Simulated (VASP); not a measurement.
# K (P4/mmm) in VASP: notebook

The runs below take K through single point, with r2SCAN.

Program: VASP 6.6.1. These are calculated values, not measurements. Logs are shortened: lines on timing, memory, paths and dates and some standing lists are left out, and cuts for length are marked.

## 1. The cell of the first run

The structure is tetragonal, space group P4/mmm (No. 123). The conventional cell has a = 4.360 Å, b = 4.360 Å, c = 3.539 Å, α = 90.00°, β = 90.00°, γ = 90.00°. K (site symmetry 4/mmm) has 6 K at 3.54 to 4.36 Å within 4.7 Å.

## 2. Single point, r2SCAN (67.27 Å³/atom)

The input, POSCAR:

```
K
1.0
    4.3597733875      0.0000000000      0.0000000000
    0.0000000000      4.3597733875      0.0000000000
    0.0000000000      0.0000000000      3.5392640360
K
1
Direct
    0.0000000000      0.0000000000      0.0000000000
```

The input, INCAR.step1:

```
SYSTEM = K
PREC = Accurate ; ENCUT = 520
ISMEAR = 0 ; SIGMA = 0.15
LREAL = .FALSE. ; LASPH = .TRUE.
NELM = 80 ; NBANDS = 10
GGA = PE ; ALGO = Normal
EDIFF = 1E-4 ; LWAVE = .TRUE.
LCHARG = .FALSE.
```

The input, INCAR.step2:

```
SYSTEM = K
PREC = Accurate ; ENCUT = 520
EDIFF = 1E-6 ; ISMEAR = 0
SIGMA = 0.15 ; LREAL = .FALSE.
LASPH = .TRUE. ; NELM = 80
ALGO = Normal ; ISIF = 2
LWAVE = .FALSE. ; LCHARG = .FALSE.
METAGGA = R2SCAN ; LMIXTAU = .TRUE.
NBANDS = 10 ; ISTART = 1
```

The input, KPOINTS:

```
Automatic mesh
0
G
  12 12 12
  0 0 0
```

Potentials or basis: VASP PAW PBE potentials, release 64 (K_sv).

The run is started by

```sh
> cat potpaw_PBE.64/K_sv/POTCAR > POTCAR
> cp INCAR.step1 INCAR
> mpirun -np 1 vasp_std > vasp.out
> cp INCAR.step2 INCAR
> mpirun -np 1 vasp_std > vasp.out
```

OUTCAR:

```text
SYSTEM = K
   PREC = Accurate
   ENCUT = 520
   EDIFF = 1E-6
   ISMEAR = 0
   LREAL = .FALSE.
   LASPH = .TRUE.
   NELM = 80
   ISIF = 2
   METAGGA = R2SCAN
   ISTART = 1

 ion  position               nearest neighbor table
   1  0.000  0.000  0.000-

  LATTYP: Found a simple tetragonal cell.
 ALAT       =     4.3597733875
 C/A-ratio  =     0.8118000000

  Lattice vectors:

 A1 = (   4.3597733875,   0.0000000000,   0.0000000000)
 A2 = (   0.0000000000,   4.3597733875,   0.0000000000)
 A3 = (   0.0000000000,   0.0000000000,   3.5392640360)

Analysis of symmetry for initial positions (statically):
=====================================================================
 Subroutine PRICEL returns:
 Original cell was already a primitive cell.

 Routine SETGRP: Setting up the symmetry group for a
 simple tetragonal supercell.

 Subroutine GETGRP returns: Found 16 space group operations
 (whereof 16 operations were pure point group operations)
 out of a pool of 16 trial point group operations.

The static configuration has the point symmetry D_4h.

Analysis of symmetry for dynamics (positions and initial velocities):
=====================================================================
 Subroutine PRICEL returns:
 Original cell was already a primitive cell.

 Routine SETGRP: Setting up the symmetry group for a
 simple tetragonal supercell.

 Subroutine GETGRP returns: Found 16 space group operations
 (whereof 16 operations were pure point group operations)
 out of a pool of 16 trial point group operations.

The dynamic configuration has the point symmetry D_4h.

 Subroutine INISYM returns: Found 16 space group operations
 (whereof 16 operations are pure point group operations),
 and found     1 'primitive' translations

----------------------------------------------------------------------------------------

                                     Primitive cell

  volume of cell :      67.2730

  direct lattice vectors                    reciprocal lattice vectors
     4.359773387  0.000000000  0.000000000     0.229369720  0.000000000  0.000000000
     0.000000000  4.359773387  0.000000000     0.000000000  0.229369720  0.000000000
     0.000000000  0.000000000  3.539264036     0.000000000  0.000000000  0.282544617

  length of vectors
     4.359773387  4.359773387  3.539264036     0.229369720  0.229369720  0.282544617

  position of ions in fractional coordinates (direct lattice)
     0.000000000  0.000000000  0.000000000

  ion indices of the primitive-cell ions
   primitive index   ion index
                 1           1

----------------------------------------------------------------------------------------

 KPOINTS: Automatic mesh

Automatic generation of k-mesh.
 Grid dimensions read from file:
 generate k-points for:   12   12   12

 Generating k-lattice:

  Cartesian coordinates                     Fractional coordinates (reciprocal lattice)
     0.019114143  0.000000000  0.000000000     0.083333333  0.000000000  0.000000000
     0.000000000  0.019114143  0.000000000     0.000000000  0.083333333  0.000000000
     0.000000000  0.000000000  0.023545385     0.000000000  0.000000000  0.083333333

  Length of vectors
     0.019114143  0.019114143  0.023545385

  Shift w.r.t. Gamma in fractional coordinates (k-lattice)
     0.000000000  0.000000000  0.000000000

 Subroutine IBZKPT returns following result:
 ===========================================

 Found    196 irreducible k-points:

 Following reciprocal coordinates:
            Coordinates               Weight
  0.000000  0.000000  0.000000      1.000000
  0.083333  0.000000  0.000000      4.000000
  0.166667  0.000000  0.000000      4.000000
  0.250000  0.000000  0.000000      4.000000
  0.333333  0.000000  0.000000      4.000000
  0.416667  0.000000  0.000000      4.000000
[... 16 lines left out ...]
  0.333333  0.333333  0.000000      4.000000
  0.416667  0.333333  0.000000      8.000000
 [... further k-points ...]
   k-points           NKPTS =    196   k-points in BZ     NKDIM =    196   number of bands    NBANDS=     10
   number of dos      NEDOS =    301   number of ions     NIONS =      1
   total plane-waves  NPLWV =  28672
   dimension x,y,z NGX =    32 NGY =   32 NGZ =   28
   dimension x,y,z NGXF=    64 NGYF=   64 NGZF=   56
   ions per type =               1
   NGX,Y,Z   is equivalent  to a cutoff of  12.20, 12.20, 13.15 a.u.
   NGXF,Y,Z  is equivalent  to a cutoff of  24.40, 24.40, 26.30 a.u.
 SYSTEM =  K
   PREC   = accura    normal or accurate (medium, high low for compatibility)
   ISTART =      1    job   : 0-new  1-cont  2-samecut
   ICHARG =      0    charge: 1-file 2-atom 10-const
   ISPIN  =      1    spin polarized calculation?
   LNONCOLLINEAR =      F non collinear calculations
   LSORBIT =      F    spin-orbit coupling
   LASPH  =      T    aspherical Exc in radial PAW
   ENCUT  =  520.0 eV  38.22 Ry    6.18 a.u.   8.11  8.11  6.58*2*pi/ulx,y,z
   NELM   =     80;   NELMIN=  2; NELMDL=  0     # of ELM steps
   EDIFF  = 0.1E-05   stopping-criterion for ELM
   LREAL  =      F    real-space projection
   EDIFFG = 0.1E-04   stopping-criterion for IOM
   NSW    =      0    number of steps for IOM
   IBRION =     -1    ionic relax: 0-MD 1-quasi-New 2-CG
   NFREE  =      0    steps in history (QN), initial steepest desc. (CG)
   ISIF   =      2    stress and relaxation
   ISYM   =      2    0-nonsym 1-usesym 2-fastsym
   POTIM  = 0.5000    time-step for ionic-motion
   TEBEG  =    0.0;   TEEND  =   0.0 temperature during run
   PSTRESS=    0.0 pullay stress
   NELECT =       9.0000    total number of electrons
   NUPDOWN=      -1.0000    fix difference up-down
   EMIN   =  10.00;   EMAX   =-10.00  energy-range for DOS
   EFERMI =   0.00;   METHOD = LEGACY
   ISMEAR =     0;   SIGMA  =   0.15  broadening in eV -4-tet -1-fermi 0-gaus
   EFERMI_NEDOS =   21; number of points for ismear=-14 and -15
   IALGO  =     38    algorithm
   IMIX   =      4    mixing-type and parameters
     AMIX     =   0.40;   BMIX     =  1.00
     AMIX_MAG =   1.60;   BMIX_MAG =  1.00
  volume/ion in A,a.u.               =      67.27       453.98
  Fermi-wavevector in a.u.,A,eV,Ry     =   0.837289  1.582247  9.538404  0.701053
  Thomas-Fermi vector in A             =   1.951154
   LORBIT       =      0    0 simple, 1 ext, 2 COOP (PROOUT), +10 PAW based schemes
   METAGGA = R2SCAN    functional components
   LHFCALC =     F    Hartree Fock is set to
   AEXX    =    0.0000 exact exchange contribution
   IVDW    =     0    specifies the selected vdW correction
   LEPSILON=     F    determine dielectric tensor
   LRPA    =     F    only Hartree local field effects (RPA)
 non-spin polarized calculation
 Gauss-broadening in eV      SIGMA  =   0.15
  energy-cutoff  :      520.00
  volume of cell :       67.27
 maximum number of plane-waves:      1848
   NGX = 17   NGY = 17   NGZ = 13

 number of electron       9.0000001 magnetization

 Free energy of the ion-electron system (eV)
  ---------------------------------------------------
  ext. energy  EPLUGINS =         0.00000000
  ---------------------------------------------------
  free energy    TOTEN  =        -5.79850017 eV

  energy without entropy =       -5.78896702  energy(sigma->0) =       -5.79373360

 E-fermi :   0.2009     XC(G=0):  -6.1280

 val. band max:        0.1999032558   @ k =   0.5000   0.1667   0.0833
 cond. band min:       0.2046697652   @ k =   0.0833   0.0000   0.4167
 fundamental gap:      0.0047665093
 Fermi energy:         0.2009450326

 k-point     1 :       0.0000    0.0000    0.0000
  band No.  band energies     occupation
      1     -33.8324      2.00000
      2     -16.4690      2.00000
      3     -16.4690      2.00000
      4     -16.3897      2.00000
      5      -2.2241      2.00000
      6       2.9195      0.00000
      7       3.3990      0.00000
      8       6.5473      0.00000
      9       6.6302      0.00000
     10       6.6302      0.00000

 k-point     2 :       0.0833    0.0000    0.0000
  band No.  band energies     occupation
      1     -33.8322      2.00000
      2     -16.4744      2.00000
      3     -16.4685      2.00000
      4     -16.3893      2.00000
      5      -2.1562      2.00000
      6       2.8617      0.00000
      7       3.3833      0.00000
      8       6.0996      0.00000
      9       6.4761      0.00000
     10       7.1215      0.00000

 k-point     3 :       0.1667    0.0000    0.0000
  band No.  band energies     occupation
      1     -33.8315      2.00000
      2     -16.4890      2.00000
      3     -16.4673      2.00000
      4     -16.3885      2.00000
      5      -1.9547      2.00000
      6       2.5984      0.00000
      7       3.4017      0.00000
      8       5.6747      0.00000
      9       6.2645      0.00000
     10       7.2707      0.00000

 k-point     4 :       0.2500    0.0000    0.0000
  band No.  band energies     occupation
      1     -33.8306      2.00000
      2     -16.5088      2.00000
      3     -16.4655      2.00000
      4     -16.3874      2.00000
      5      -1.6267      2.00000
      6       2.0792      0.00000
      7       3.4961      0.00000
      8       5.3269      0.00000
      9       6.2622      0.00000
     10       7.0633      0.00000

 k-point     5 :       0.3333    0.0000    0.0000
  band No.  band energies     occupation
      1     -33.8297      2.00000
      2     -16.5286      2.00000
      3     -16.4638      2.00000
      4     -16.3862      2.00000
      5      -1.1825      2.00000
      6       1.4071      0.00000
      7       3.6185      0.00000
      8       5.0691      0.00000
      9       6.4914      0.00000
     10       6.8823      0.00000

 k-point     6 :       0.4167    0.0000    0.0000
  band No.  band energies     occupation
      1     -33.8290      2.00000
      2     -16.5430      2.00000
      3     -16.4625      2.00000
      4     -16.3854      2.00000
      5      -0.6356      2.00000
      6       0.6905      0.00000
      7       3.7175      0.00000
      8       4.9107      0.00000
      9       6.7622      0.00000
     10       6.8550      0.00000
[... 183 lines left out ...]
 k-point    21 :       0.4167    0.2500    0.0000
  band No.  band energies     occupation
      1     -33.8272      2.00000
      2     -16.5378      2.00000
      3     -16.5007      2.00000
      4     -16.3832      2.00000
      5      -0.1311      1.99825
      6       1.1713      0.00000
      7       3.1347      0.00000
      8       3.8204      0.00000
      9       6.8513      0.00000
     10       7.1484      0.00000

 k-point    22 :       0.5000    0.2500    0.0000
  band No.  band energies     occupation
      1     -33.8269      2.00000
      2     -16.5430      2.00000
      3     -16.5001      2.00000
      4     -16.3829      2.00000
      5       0.3279      0.23151
      6       0.6501      0.00002
      7       3.4467      0.00000
      8       3.5270      0.00000
      9       6.8128      0.00000
     10       7.1632      0.00000

 k-point    23 :       0.3333    0.3333    0.0000
  band No.  band energies     occupation
      1     -33.8269      2.00000
      2     -16.5222      2.00000
      3     -16.5205      2.00000
      4     -16.3829      2.00000
      5      -0.2457      1.99997
      6       2.1052      0.00000
      7       2.2443      0.00000
      8       3.8210      0.00000
      9       6.9737      0.00000
     10       7.0524      0.00000

 k-point    24 :       0.4167    0.3333    0.0000
  band No.  band energies     occupation
      1     -33.8263      2.00000
      2     -16.5353      2.00000
      3     -16.5196      2.00000
      4     -16.3821      2.00000
      5       0.2198      0.85888
      6       1.5242      0.00000
      7       2.5653      0.00000
      8       3.4886      0.00000
      9       6.8973      0.00000
     10       7.0491      0.00000

 [... further k-points ...]

------------------------ aborting loop because EDIFF is reached ----------------------------------------

  FORCE on cell =-STRESS in cart. coord.  units (eV):
  Direction    XX          YY          ZZ          XY          YZ          ZX
  --------------------------------------------------------------------------------------
  -------------------------------------------------------------------------------------
  Total       -0.0876281     -0.0876281      1.1275884      0.0000000     -0.0000000     -0.0000000
  in kB       -2.0869548     -2.0869548     26.8547045      0.0000000     -0.0000000     -0.0000000
  external PRESSURE =       7.5602650 kB  Pullay stress =       0.0000000 kB

 VOLUME and BASIS-vectors are now :
 -----------------------------------------------------------------------------
  energy-cutoff  :      520.00
  volume of cell :       67.27
      direct lattice vectors                 reciprocal lattice vectors
     4.359773387  0.000000000  0.000000000     0.229369720  0.000000000  0.000000000
     0.000000000  4.359773387  0.000000000     0.000000000  0.229369720  0.000000000
     0.000000000  0.000000000  3.539264036     0.000000000  0.000000000  0.282544617

 POSITION                                       TOTAL-FORCE (eV/Angst)
 -----------------------------------------------------------------------------------
      0.00000      0.00000      0.00000         0.000000      0.000000      0.000000
 -----------------------------------------------------------------------------------
    total drift:                                0.000000     -0.000000     -0.000000

  FREE ENERGIE OF THE ION-ELECTRON SYSTEM (eV)
  ---------------------------------------------------
  free  energy   TOTEN  =        -5.7985001704 eV

  energy  without entropy=       -5.7889670197  energy(sigma->0) =       -5.79373360
```

Run time: 4.6 min. Hardware: 1 thread of Intel Xeon Platinum 8259CL at 2.50GHz (Skylake/Cascade Lake), shared host; peak memory 0.26 GiB.

Results:

* Free energy: -5.7985 eV
* Pressure: 0.8 GPa
* Band gap on the k mesh: zero (an odd number of electrons rules out a gap without spin polarisation)

Stress tensor (GPa, compression positive):
```
-0.21  0.00  0.00
 0.00 -0.21  0.00
 0.00  0.00  2.69
```

Caveat: the PAW data sets were made with another functional, which shifts forces and pressure a little.

## 3. Single point, r2SCAN (67.27 Å³/atom)

The input, POSCAR:

```
K
1.0
    3.5391135137      0.0000000000      0.0000000000
    0.0000000000      3.5391135137      0.0000000000
    0.0000000000      0.0000000000      5.3709586684
K
1
Direct
    0.0000000000      0.0000000000      0.0000000000
```

The input, INCAR.step1:

```
SYSTEM = K
  PREC = Accurate
  ENCUT = 520
  ISMEAR = 0
  SIGMA = 0.15
  LREAL = .False.
  LASPH = .True.
  NELM = 100
  NBANDS = 10
  GGA = PE
  ALGO = Normal
  EDIFF = 1E-4
  LWAVE = .True.
  LCHARG = .False.
```

The input, INCAR.step2:

```
SYSTEM = K
  PREC = Accurate
  ENCUT = 520
  EDIFF = 1E-6
  ISMEAR = 0
  SIGMA = 0.15
  LREAL = .False.
  LASPH = .True.
  NELM = 100
  ALGO = Normal
  ISIF = 2
  LWAVE = .False.
  LCHARG = .False.
  METAGGA = R2SCAN
  LMIXTAU = .True.
  NBANDS = 10
  ISTART = 1
```

The input, KPOINTS:

```
regular mesh
0
Gamma
  12 12 12
  0 0 0
```

Potentials or basis: VASP PAW PBE potentials, release 64 (K_sv).

The run is started by

```sh
> cat potpaw_PBE.64/K_sv/POTCAR > POTCAR
> cp INCAR.step1 INCAR
> mpirun -np 1 vasp_std > vasp.out
> cp INCAR.step2 INCAR
> mpirun -np 1 vasp_std > vasp.out
```

Run time: 6.7 min. Hardware: 1 thread of Intel Xeon Platinum 8259CL at 2.50GHz (Skylake/Cascade Lake), shared host; peak memory 0.27 GiB.

The run converged. Its results:

| Property | Result |
| --- | --- |
| Free energy | -5.5681 eV |
| Pressure | 1.7 GPa |
| Band gap on the k mesh | zero (an odd number of electrons rules out a gap without spin polarisation) |

Stress tensor (GPa, compression positive):
```
 3.34  0.00  0.00
 0.00  3.34  0.00
 0.00  0.00 -1.65
```

Levels at points of the mesh, in eV from the Fermi level:
```tsv
k point	band 2	band 3	band 4	band 5	band 6	band 7
(0.00, 0.00, 0.00)	-16.91	-16.79	-16.79	-2.48	1.77	3.14
(0.50, 0.00, 0.00)	-17.25	-16.85	-16.75	0.75	1.00	2.80
(0.50, 0.50, 0.00)	-17.18	-17.18	-16.80	0.75	4.19	4.19
(0.00, 0.00, 0.50)	-16.92	-16.79	-16.79	-1.28	-0.67	3.19
(0.50, 0.00, 0.50)	-17.25	-16.86	-16.74	1.06	1.89	2.13
(0.50, 0.50, 0.50)	-17.17	-17.17	-16.81	1.00	3.18	3.18
```

Caveat: the PAW data sets were made with another functional, which shifts forces and pressure a little.

(Part 1 of 3 ends here.)

The gap in the log of VASP goes by the Fermi energy; the results here count the filled bands.